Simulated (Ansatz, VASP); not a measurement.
Ge2Sb2Te5 in VASP and in Ansatz

The input INCAR:

```
ALGO = Normal
EDIFF = 1E-6
ENCUT = 520
GGA = PE
ISIF = 2
ISMEAR = 0
LASPH = True
LCHARG = False
LREAL = False
LWAVE = False
NBANDS = 44
NELM = 60
PREC = Accurate
SIGMA = 0.05
```

The input KPOINTS:

```
k-points
0
Gamma
  12 12 4
```

The input POSCAR:

```
Ge2Sb2Te5
1.0
    4.2940644200      0.0000000000      0.0000000000
   -2.1470322100      3.7187688800      0.0000000000
    0.0000000000      0.0000000000     17.1013460000
Ge Sb Te
2 2 5
Direct
    0.3333333300      0.6666666700      0.8971050000
    0.6666666700      0.3333333300      0.1028950000
    0.0000000000      0.0000000000      0.6799320000
    0.0000000000      0.0000000000      0.3200680000
    0.0000000000      0.0000000000      0.0000000000
    0.6666666700      0.3333333300      0.7984580000
    0.3333333300      0.6666666700      0.2015420000
    0.3333333300      0.6666666700      0.5801080000
    0.6666666700      0.3333333300      0.4198920000
```

Input for Ansatz:

```yaml
crystal:
  lattice:
    - [4.29406442, 0.0, 0.0]
    - [-2.14703221, 3.71876888, 0.0]
    - [0.0, 0.0, 17.101346]
  atoms:
    - { symbol: Ge, position: [0.33333333, 0.66666667, 0.897105] }
    - { symbol: Ge, position: [0.66666667, 0.33333333, 0.102895] }
    - { symbol: Sb, position: [0.0, 0.0, 0.679932] }
    - { symbol: Sb, position: [0.0, 0.0, 0.320068] }
    - { symbol: Te, position: [0.0, 0.0, 0.0] }
    - { symbol: Te, position: [0.66666667, 0.33333333, 0.798458] }
    - { symbol: Te, position: [0.33333333, 0.66666667, 0.201542] }
    - { symbol: Te, position: [0.33333333, 0.66666667, 0.580108] }
    - { symbol: Te, position: [0.66666667, 0.33333333, 0.419892] }
basis:
  ecutwfc: 420
kpoints:
  mp_grid: { grid: [12, 12, 4] }
hamiltonian:
  xc: pbe
scf:
  occupations: { method: gaussian, width: 0.05 }
output:
  forces: true
  eigenvalues: true
  eigenstates:
    nscf_kmesh: { grid: [30, 30, 6] }
    top_band: c6
    de_dk: true
    localisation: true
  stress: true
checkpoint:
  write: ck
  compress: false
  write_wavefunctions: false
  write_every: 100000
```

Alike in both runs: task single point; functional PBE; k mesh 12 × 12 × 4; occupations gaussian, width 0.05 eV; no spin polarisation.

|  | VASP | Ansatz |
| --- | --- | --- |
| version | VASP 6.6.1 | Ansatz 0.2.0 |
| potentials or method | VASP PAW PBE potentials, release 64 (Ge_d, Sb, Te), cutoff 520 eV | scalar-relativistic, plane waves, PAW |
| valence electrons in the cell | 68 | 138 |

|  | VASP | Ansatz | Ansatz less VASP |
| --- | --- | --- | --- |
| pressure (GPa) | 0.3 | 0.3 | +0.02 |
| rms of the force components (eV/Å) | 0.036 | 0.034 | -0.0023 |

Atom by atom the forces differ by 0.008 eV/Å (rms over components). With one functional, cell and mesh, what is left measures potentials, basis and numerics. VASP's potentials hold 68 valence electrons a cell and Ansatz's 138, so a difference there can come from the potentials and not from the codes.

Spin-orbit coupling is off throughout.
